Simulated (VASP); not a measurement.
Runs of VASP 6.6.1 on Be2SbCl. The structure is that of space group P6/mmm (No. 191), or close to it. The cells are those of the table. 

| task | cell | k mesh | cutoff (eV) | gap on the mesh (eV) | pressure (GPa) | relaxed volume (Å³/atom) |
| --- | --- | --- | --- | --- | --- | --- |
| single point | a = 4.010, b = 4.010, c = 5.715 Å, angles 90.0, 90.0, 120.0°, 4 atoms | 6 × 6 × 4 | 520 | none | (a) | - |
| relaxation of cell and atoms | relaxed from a = 4.311, b = 4.311, c = 5.679 Å, angles 90.0, 90.0, 120.0°, 4 atoms | 12 × 12 × 8 | 600 | none | 0.0 | (b) |
| single point | a = 4.337, b = 4.337, c = 5.662 Å, angles 90.0, 90.0, 120.0°, 4 atoms | 12 × 12 × 8 | 520 | none | 0.1 | - |
| relaxation of cell and atoms | relaxed from a = 4.010, b = 4.010, c = 5.715 Å, angles 90.0, 90.0, 120.0°, 4 atoms | 6 × 6 × 4 | 600 | none | -0.1 | 22.97 |
| single point | a = 4.311, b = 4.311, c = 5.679 Å, angles 90.0, 90.0, 120.0°, 4 atoms | 6 × 6 × 4 | 520 | none | 0.2 | - |

Alike in all rows: level PBE; potentials or basis VASP PAW PBE potentials, release 64 (Be, Sb, Cl); no spin polarisation; smearing gaussian 0.1 eV.

Problem. Estimate the missing entries.

Solution. (a) 8.4; (b) 23.15.

Caveats: spin-orbit coupling is left out, which moves the levels of the heavy elements; the volume moved by over 15 % at a fixed basis, so the end points are rough (some runs).

A k mesh can miss the band edges, and the runs leave out spin-orbit coupling on Sb.

A gap of «none» marks levels without a gap at the run's occupations.
